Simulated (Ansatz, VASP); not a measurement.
**Two plane-wave programs on TaZn2B3**

```
Ta Zn B
1.0
     4.67983    0.00000    0.00000
    -2.33991    4.05285    0.00000
     0.00000    0.00000    3.84353
Ta Zn B
1 2 3
Direct
  0.00000 0.00000 0.00000
  0.66667 0.33333 0.00000
  0.33333 0.66667 0.00000
  0.00000 0.50000 0.50000
  0.50000 0.50000 0.50000
  0.50000 0.00000 0.50000
```

Change from the starting cell: species swapped into the LaCo3Ni2 type (P6/mmm, No. 191).

Alike in both runs: task relaxation of cell and atoms; functional PBE; k mesh 6 × 6 × 4; occupations gaussian, width 0.1 eV; no spin polarisation.

|  | VASP | Ansatz |
| --- | --- | --- |
| version | VASP 6.6.1 | Ansatz 0.2.0 |
| potentials or method | VASP PAW PBE potentials, release 64 (Ta_pv, Zn, B), cutoff 600 eV | scalar-relativistic, plane waves, PAW |
| valence electrons in the cell | 44 | 46 |

VASP gave:

- gap on the k mesh at the Fermi level, each at its own relaxed structure (eV): none
- relaxed volume (Å³/atom): 10.88
- relaxed length of the cell vector where the two differ most in proportion (Å): 3.466

**Question.** Which values does Ansatz return?

**Answer.** gap on the k mesh at the Fermi level, each at its own relaxed structure (eV): none; relaxed volume (Å³/atom): 10.86; relaxed length of the cell vector where the two differ most in proportion (Å): 3.459.

A gap of «none» marks a metal or a gap that the smearing closes. VASP's potentials hold 44 valence electrons a cell and Ansatz's 46, so a difference there can come from the potentials and not from the codes.

The k mesh is coarse, so the values compare programs but aren't converged. Spin-orbit coupling is off throughout.
